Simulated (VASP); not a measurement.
# P (P6_3/mmc) in VASP: notebook

The runs below take P through single point, with PBE.

All numbers are computed with VASP 6.6.1; they aren't measurements. Logs are shortened: lines on timing, memory, paths and dates and some standing lists are left out, and cuts for length are marked.

## (1) The cell of the first run

The structure is hexagonal, space group P6_3/mmc (No. 194). The conventional cell has a = 2.062 Å, b = 2.062 Å, c = 3.393 Å, α = 90.00°, β = 90.00°, γ = 120.00°. P (site symmetry -6m2) has 12 P at 2.06 to 2.07 Å within 2.7 Å.

This isn't the form of P at room conditions, which is orthorhombic.

## (2) Single point, PBE

INCAR

```
SYSTEM = P
  ALGO = Normal
  EDIFF = 1E-6
  ENCUT = 520
  GGA = PE
  ISIF = 2
  ISMEAR = -1
  LASPH = .True.
  LCHARG = .False.
  LREAL = .False.
  LWAVE = .False.
  NBANDS = 12
  NELM = 100
  PREC = Accurate
  SIGMA = 0.05
```

KPOINTS

```
k-points
0
Gamma
  17 17 10
  0 0 0
```

POSCAR

```
P
1.0
    2.0615769313      0.0000000000      0.0000000000
   -1.0307884657      1.7853779944      0.0000000000
    0.0000000000      0.0000000000      3.3930963022
P
2
Direct
    0.3333333333      0.6666666667      0.2500000000
    0.6666666667      0.3333333333      0.7500000000
```

Potentials or basis: VASP PAW PBE potentials, release 64 (P).

Run with:

```
> cat potpaw_PBE.64/P/POTCAR > POTCAR
> mpirun -np 1 vasp_std > vasp.out
```

OUTCAR:

```text
SYSTEM = P
   EDIFF = 1E-6
   ENCUT = 520
   GGA = PE
   ISIF = 2
   ISMEAR = -1
   LASPH = .True.
   LREAL = .False.
   NELM = 100
   PREC = Accurate

 ion  position               nearest neighbor table
   1  0.333  0.667  0.250-   2 2.07   2 2.07   2 2.07   2 2.07   2 2.07   2 2.07   2 2.92   2 2.92
                             2 2.92   2 2.92   2 2.92   2 2.92
   2  0.667  0.333  0.750-   1 2.07   1 2.07   1 2.07   1 2.07   1 2.07   1 2.07   1 2.92   1 2.92
                             1 2.92   1 2.92   1 2.92   1 2.92

  LATTYP: Found a hexagonal cell.
 ALAT       =     2.0615769313
 C/A-ratio  =     1.6458742095

  Lattice vectors:

 A1 = (   2.0615769313,   0.0000000000,   0.0000000000)
 A2 = (  -1.0307884657,   1.7853779944,   0.0000000000)
 A3 = (   0.0000000000,   0.0000000000,   3.3930963022)

Analysis of symmetry for initial positions (statically):
=====================================================================
 Subroutine PRICEL returns:
 Original cell was already a primitive cell.

 Routine SETGRP: Setting up the symmetry group for a
 hexagonal supercell.

 Subroutine GETGRP returns: Found 24 space group operations
 (whereof 12 operations were pure point group operations)
 out of a pool of 24 trial point group operations.

The static configuration has the point symmetry D_3d.
 The point group associated with its full space group is D_6h.

Analysis of symmetry for dynamics (positions and initial velocities):
=====================================================================
 Subroutine PRICEL returns:
 Original cell was already a primitive cell.

 Routine SETGRP: Setting up the symmetry group for a
 hexagonal supercell.

 Subroutine GETGRP returns: Found 24 space group operations
 (whereof 12 operations were pure point group operations)
 out of a pool of 24 trial point group operations.

The dynamic configuration has the point symmetry D_3d.
 The point group associated with its full space group is D_6h.

 Subroutine INISYM returns: Found 24 space group operations
 (whereof 12 operations are pure point group operations),
 and found     1 'primitive' translations

----------------------------------------------------------------------------------------

                                     Primitive cell

  volume of cell :      12.4889

  direct lattice vectors                    reciprocal lattice vectors
     2.061576931  0.000000000  0.000000000     0.485065575  0.280052740  0.000000000
    -1.030788466  1.785377994  0.000000000     0.000000000  0.560105481  0.000000000
     0.000000000  0.000000000  3.393096302     0.000000000  0.000000000  0.294716068

  length of vectors
     2.061576931  2.061576931  3.393096302     0.560105481  0.560105481  0.294716068

  position of ions in fractional coordinates (direct lattice)
     0.333333333  0.666666667  0.250000000
     0.666666667  0.333333333  0.750000000

  ion indices of the primitive-cell ions
   primitive index   ion index
                 1           1
                 2           2

----------------------------------------------------------------------------------------

 KPOINTS: k-points

Automatic generation of k-mesh.
 Grid dimensions read from file:
 generate k-points for:   17   17   10

 Generating k-lattice:

  Cartesian coordinates                     Fractional coordinates (reciprocal lattice)
     0.028533269  0.016473691  0.000000000     0.058823529 -0.000000000  0.000000000
     0.000000000  0.032947381  0.000000000     0.000000000  0.058823529  0.000000000
     0.000000000  0.000000000  0.029471607     0.000000000  0.000000000  0.100000000

  Length of vectors
     0.032947381  0.032947381  0.029471607

  Shift w.r.t. Gamma in fractional coordinates (k-lattice)
     0.000000000  0.000000000  0.000000000

 Subroutine IBZKPT returns following result:
 ===========================================

 Found    198 irreducible k-points:

 Following reciprocal coordinates:
            Coordinates               Weight
  0.000000  0.000000  0.000000      1.000000
  0.058824  0.000000  0.000000      6.000000
  0.117647  0.000000  0.000000      6.000000
  0.176471  0.000000  0.000000      6.000000
  0.235294  0.000000  0.000000      6.000000
  0.294118  0.000000  0.000000      6.000000
[... 16 lines left out ...]
  0.411765  0.117647  0.000000     12.000000
  0.176471  0.176471  0.000000      6.000000
 [... further k-points ...]
   k-points           NKPTS =    198   k-points in BZ     NKDIM =    198   number of bands    NBANDS=     12
   number of dos      NEDOS =    301   number of ions     NIONS =      2
   total plane-waves  NPLWV =   7168
   dimension x,y,z NGX =    16 NGY =   16 NGZ =   28
   dimension x,y,z NGXF=    32 NGYF=   32 NGZF=   56
   ions per type =               2
   NGX,Y,Z   is equivalent  to a cutoff of  12.90, 12.90, 13.72 a.u.
   NGXF,Y,Z  is equivalent  to a cutoff of  25.80, 25.80, 27.44 a.u.
 SYSTEM =  P
   PREC   = accura    normal or accurate (medium, high low for compatibility)
   ISTART =      0    job   : 0-new  1-cont  2-samecut
   ICHARG =      2    charge: 1-file 2-atom 10-const
   ISPIN  =      1    spin polarized calculation?
   LNONCOLLINEAR =      F non collinear calculations
   LSORBIT =      F    spin-orbit coupling
   LASPH  =      T    aspherical Exc in radial PAW
   ENCUT  =  520.0 eV  38.22 Ry    6.18 a.u.   3.83  3.83  6.31*2*pi/ulx,y,z
   NELM   =    100;   NELMIN=  2; NELMDL= -5     # of ELM steps
   EDIFF  = 0.1E-05   stopping-criterion for ELM
   LREAL  =      F    real-space projection
   EDIFFG = 0.1E-04   stopping-criterion for IOM
   NSW    =      0    number of steps for IOM
   IBRION =     -1    ionic relax: 0-MD 1-quasi-New 2-CG
   NFREE  =      0    steps in history (QN), initial steepest desc. (CG)
   ISIF   =      2    stress and relaxation
   ISYM   =      2    0-nonsym 1-usesym 2-fastsym
   POTIM  = 0.5000    time-step for ionic-motion
   TEBEG  =    0.0;   TEEND  =   0.0 temperature during run
   PSTRESS=    0.0 pullay stress
   NELECT =      10.0000    total number of electrons
   NUPDOWN=      -1.0000    fix difference up-down
   EMIN   =  10.00;   EMAX   =-10.00  energy-range for DOS
   EFERMI =   0.00;   METHOD = LEGACY
   ISMEAR =    -1;   SIGMA  =   0.05  broadening in eV -4-tet -1-fermi 0-gaus
   EFERMI_NEDOS =   21; number of points for ismear=-14 and -15
   IALGO  =     38    algorithm
   IMIX   =      4    mixing-type and parameters
     AMIX     =   0.40;   BMIX     =  1.00
     AMIX_MAG =   1.60;   BMIX_MAG =  1.00
  volume/ion in A,a.u.               =       6.24        42.14
  Fermi-wavevector in a.u.,A,eV,Ry     =   1.520196  2.872754 31.442999  2.310995
  Thomas-Fermi vector in A             =   2.629079
   LORBIT       =      0    0 simple, 1 ext, 2 COOP (PROOUT), +10 PAW based schemes
   GGA     = PE    functional components
   LHFCALC =     F    Hartree Fock is set to
   AEXX    =    0.0000 exact exchange contribution
   IVDW    =     0    specifies the selected vdW correction
   LEPSILON=     F    determine dielectric tensor
   LRPA    =     F    only Hartree local field effects (RPA)
 non-spin polarized calculation
  energy-cutoff  :      520.00
  volume of cell :       12.49
 maximum number of plane-waves:       348
 NGX is ok and might be reduce to    16
   NGX =  7   NGY =  7   NGZ = 13

 number of electron      10.0000002 magnetization

 Free energy of the ion-electron system (eV)
  ---------------------------------------------------
  ext. energy  EPLUGINS =         0.00000000
  ---------------------------------------------------
  free energy    TOTEN  =         0.77808160 eV

  energy without entropy =        0.78326041  energy(sigma->0) =        0.78067101

 E-fermi :  26.6568     XC(G=0): -15.4802

 val. band max:       26.6443166641   @ k =   0.1765   0.0588   0.4000
 cond. band min:      26.6713905110   @ k =   0.3529   0.0588   0.1000
 fundamental gap:      0.0270738468
 Fermi energy:        26.6567894158

 k-point     1 :       0.0000    0.0000    0.0000
  band No.  band energies     occupation
      1      -1.7985      2.00000
      2       9.4130      2.00000
      3      10.9068      2.00000
      4      37.9409      0.00000
      5      37.9409      0.00000
      6      38.0725      0.00000
      7      38.0725      0.00000
      8      39.1834      0.00000
      9      45.3442      0.00000
     10      45.5774      0.00000
     11      46.7112      0.00000
     12      46.7132      0.00000

 k-point     2 :       0.0588    0.0000    0.0000
  band No.  band energies     occupation
      1      -1.6448      2.00000
      2       9.5543      2.00000
      3      11.0488      2.00000
      4      34.7004      0.00000
      5      36.0164      0.00000
      6      37.9280      0.00000
      7      40.1963      0.00000
      8      40.5194      0.00000
      9      44.6017      0.00000
     10      45.5371      0.00000
     11      45.6623      0.00000
     12      45.9340      0.00000

 k-point     3 :       0.1176    0.0000    0.0000
  band No.  band energies     occupation
      1      -1.1847      2.00000
      2       9.9779      2.00000
      3      11.4699      2.00000
      4      30.8173      0.00000
      5      34.2720      0.00000
      6      36.3877      0.00000
      7      40.6420      0.00000
      8      41.1162      0.00000
      9      42.2796      0.00000
     10      44.0029      0.00000
     11      44.3862      0.00000
     12      45.3895      0.00000

 k-point     4 :       0.1765    0.0000    0.0000
  band No.  band energies     occupation
      1      -0.4208      2.00000
      2      10.6846      2.00000
      3      12.1551      2.00000
      4      26.9817      0.00301
      5      32.7809      0.00000
      6      34.3595      0.00000
      7      37.2946      0.00000
      8      39.2046      0.00000
      9      42.7268      0.00000
     10      42.7909      0.00000
     11      43.5890      0.00000
     12      46.2919      0.00000

 k-point     5 :       0.2353    0.0000    0.0000
  band No.  band energies     occupation
      1       0.6423      2.00000
      2      11.6752      2.00000
      3      13.0653      2.00000
      4      23.3658      2.00000
      5      31.5437      0.00000
      6      32.0562      0.00000
      7      33.5606      0.00000
      8      37.4477      0.00000
      9      41.3707      0.00000
     10      42.0134      0.00000
     11      43.5830      0.00000
     12      46.4727      0.00000
[... 228 lines left out ...]
      1       4.0837      2.00000
      2      14.7721      2.00000
      3      14.9349      2.00000
      4      18.2990      2.00000
      5      23.7945      2.00000
      6      27.1403      0.00013
      7      29.8891      0.00000
      8      34.7088      0.00000
      9      36.4844      0.00000
     10      39.2175      0.00000
     11      47.1901      0.00000
     12      49.2331      0.00000

 k-point    22 :       0.3529    0.1176    0.0000
  band No.  band energies     occupation
      1       5.9917      2.00000
      2      13.0084      2.00000
      3      16.7703      2.00000
      4      18.6746      2.00000
      5      22.7787      2.00000
      6      24.1779      2.00000
      7      27.9358      0.00000
      8      34.0865      0.00000
      9      36.0511      0.00000
     10      38.7638      0.00000
     11      47.4786      0.00000
     12      49.4873      0.00000

 k-point    23 :       0.4118    0.1176    0.0000
  band No.  band energies     occupation
      1       8.1522      2.00000
      2      10.5430      2.00000
      3      18.8140      2.00000
      4      20.0381      2.00000
      5      21.5646      2.00000
      6      21.6074      2.00000
      7      26.8214      0.07167
      8      33.7782      0.00000
      9      35.8313      0.00000
     10      38.5283      0.00000
     11      47.5560      0.00000
     12      49.4265      0.00000

 k-point    24 :       0.1765    0.1765    0.0000
  band No.  band energies     occupation
      1       2.2982      2.00000
      2      13.2342      2.00000
      3      14.3714      2.00000
      4      21.7763      2.00000
      5      23.2914      2.00000
      6      31.7382      0.00000
      7      33.5980      0.00000
      8      34.0665      0.00000
      9      35.7170      0.00000
     10      42.4522      0.00000
     11      44.8868      0.00000
     12      48.3838      0.00000

 [... further k-points ...]
[... 5 lines left out ...]
  --------------------------------------------------------------------------------------
  -------------------------------------------------------------------------------------
  Total       30.2111231     30.2111231     30.1978866     -0.0000000      0.0000000      0.0000000
  in kB     3875.7124081   3875.7124083   3874.0143265     -0.0000001      0.0000000      0.0000000
  external PRESSURE =    3875.1463810 kB  Pullay stress =       0.0000000 kB

 VOLUME and BASIS-vectors are now :
 -----------------------------------------------------------------------------
  energy-cutoff  :      520.00
  volume of cell :       12.49
      direct lattice vectors                 reciprocal lattice vectors
     2.061576931  0.000000000  0.000000000     0.485065575  0.280052740  0.000000000
    -1.030788466  1.785377994  0.000000000     0.000000000  0.560105481  0.000000000
     0.000000000  0.000000000  3.393096302     0.000000000  0.000000000  0.294716068

 POSITION                                       TOTAL-FORCE (eV/Angst)
 -----------------------------------------------------------------------------------
     -0.00000      1.19025      0.84827        -0.000000      0.000000      0.000000
      1.03079      0.59513      2.54482         0.000000     -0.000000      0.000000
 -----------------------------------------------------------------------------------
    total drift:                               -0.000000      0.000000     -0.000000

  FREE ENERGIE OF THE ION-ELECTRON SYSTEM (eV)
  ---------------------------------------------------
  free  energy   TOTEN  =         0.7780816048 eV

  energy  without entropy=        0.7832604133  energy(sigma->0) =        0.78067101
```

Run time: 10 s. Hardware: 1 thread of Intel Xeon Platinum 8488C (Sapphire Rapids), shared host; peak memory 0.13 GiB.

What came out:

```yaml
Free_energy: 0.7781 eV
Pressure: 387.5 GPa
Band_gap_on_the_k_mesh: zero (bands 5 and 6 overlap by 20.80 eV)
```

Stress tensor (GPa, compression positive):
```
387.57   0.00   0.00
  0.00 387.57   0.00
  0.00   0.00 387.40
```

Levels at points of the mesh, in eV from the Fermi level:
```
           k point  band 2  band 3  band 4  band 5  band 6  band 7  band 8  band 9
(0.00, 0.00, 0.00)  -17.24  -15.75   11.28   11.28   11.42   11.42   12.53   18.69
(0.00, 0.00, 0.50)  -25.41   -2.39   -2.39   12.58   12.58   12.58   12.58   15.72
```

Caveat: the cell stands under pressure.

## (3) Single point, PBE (6.24 Å³/atom)

INCAR

```
PREC = Accurate ; ENCUT = 520
EDIFF = 1E-7 ; ISMEAR = -1
SIGMA = 0.05 ; LREAL = False
LASPH = True ; NELM = 100
ALGO = Normal ; ISIF = 2
LWAVE = False ; LCHARG = False
GGA = PE ; NBANDS = 12
```

KPOINTS

```
regular mesh
0
Gamma
  17 17 10
```

POSCAR is that of step 2.

Potentials or basis: VASP PAW PBE potentials, release 64 (P).

Run with:

```
> cat potpaw_PBE.64/P/POTCAR > POTCAR
> mpirun -np 1 vasp_std > vasp.out
```

Run time: 10 s. Hardware: 1 thread of Intel Xeon Platinum 8488C (Sapphire Rapids), shared host; peak memory 0.13 GiB.

Results (log left out):

- Free energy: 0.7781 eV
- Pressure: 387.5 GPa
- Band gap on the k mesh: zero (bands 5 and 6 overlap by 20.80 eV)

Stress tensor (GPa, compression positive):
```
387.57   0.00   0.00
  0.00 387.57   0.00
  0.00   0.00 387.40
```

Levels at points of the mesh, in eV from the Fermi level:
```
           k point  band 2  band 3  band 4  band 5  band 6  band 7  band 8  band 9
(0.00, 0.00, 0.00)  -17.24  -15.75   11.28   11.28   11.42   11.42   12.53   18.69
(0.00, 0.00, 0.50)  -25.41   -2.39   -2.39   12.58   12.58   12.58   12.58   15.72
```

Caveat: the cell stands under pressure.

## (4) Single point, PBE

This run uses another cell than the first one, of 7.26 Å³/atom.

INCAR

```
ALGO = Normal
EDIFF = 1E-6
ENCUT = 520
GGA = PE
ISIF = 2
ISMEAR = -1
LASPH = True
LCHARG = False
LREAL = False
LWAVE = False
NBANDS = 12
NELM = 100
PREC = Accurate
SIGMA = 0.05
```

KPOINTS

```
k-points
0
Gamma
  17 17 10
```

POSCAR

```
P
1.0
    2.1718779420      0.0000000000      0.0000000000
   -1.0859389710      1.8809014717      0.0000000000
    0.0000000000      0.0000000000      3.5548886128
P
2
Direct
    0.3333333333      0.6666666667      0.2500000000
    0.6666666667      0.3333333333      0.7500000000
```

Run with:

```
> cat potpaw_PBE.64/P/POTCAR > POTCAR
> mpirun -np 1 vasp_std > vasp.out
```

It took 9.4 s on 1 thread of Intel Xeon Platinum 8488C (Sapphire Rapids), shared host; peak memory 0.13 GiB.

The run converged. Its results:

```
Free energy            : -3.0980 eV
Pressure               : 236.7 GPa
Band gap on the k mesh : zero (bands 5 and 6 overlap by 19.77 eV)
```

Levels at points of the mesh, in eV from the Fermi level:
```csv
k point,band 1,band 2,band 3,band 4,band 5,band 6,band 7,band 8,band 9,band 10
"(0.00, 0.00, 0.00)",-25.93,-15.35,-14.52,9.83,9.83,10.58,10.58,12.24,16.08,16.77
"(0.00, 0.00, 0.50)",-23.13,-23.13,-1.90,-1.90,11.78,11.78,11.78,11.78,13.42,13.42
```

Caveat: the cell stands under pressure.
